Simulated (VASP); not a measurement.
Write the native input for VASP 6.6.1 that does the following.

```yaml
Task: single point
Functional: PBE
Dispersion: D3(BJ)
Potentials_or_basis: VASP PAW PBE potentials, release 64 (C)
Cutoff: 520 eV
k_mesh: 15 × 15 × 15
Occupations: gaussian, width 0.05 eV
Spin: no spin polarisation
Dipole_correction: no
Further_INCAR_settings: ALGO = Normal; EDIFF = 1e-06; NBANDS = 11
```

The structure of C lies in POSCAR:

```
C
1.0
    1.2222687308      0.7056771807      3.3334883167
   -1.2222687308      0.7056771807      3.3334883167
    0.0000000000     -1.4113543615      3.3334883167
C
2
Direct
    0.1590590155      0.1590590155      0.1590590155
    0.8409409845      0.8409409845      0.8409409845
```

These files were run (other wordings do the same):

INCAR

```
SYSTEM = C
  PREC = Accurate
  ENCUT = 520
  EDIFF = 1E-6
  ISMEAR = 0
  SIGMA = 0.05
  LREAL = .FALSE.
  LASPH = .TRUE.
  NELM = 100
  ALGO = Normal
  ISIF = 2
  LWAVE = .FALSE.
  LCHARG = .FALSE.
  GGA = PE
  IVDW = 12
  NBANDS = 11
```

KPOINTS

```
regular mesh
0
G
  15 15 15
  0 0 0
```

Potentials or basis: VASP PAW PBE potentials, release 64 (C).

Command:

```sh
$ cat potpaw_PBE.64/C/POTCAR > POTCAR
$ mpirun -np 1 vasp_std > vasp.out
```

It gave:

```
Pressure                   : 6.6 GPa
Largest force              : 2.478 eV/Å
Band gap on the k mesh     : 0.96 eV, direct
Dispersion energy per atom : -0.158 eV
```

Caveat: forces of over 1 eV/Å act on the atoms, so gaps and moduli don't describe the material at rest.

Wall time 80 s on 1 thread of AMD EPYC 9R45 (Zen 5), with other jobs on the host, peak memory 0.16 GiB.
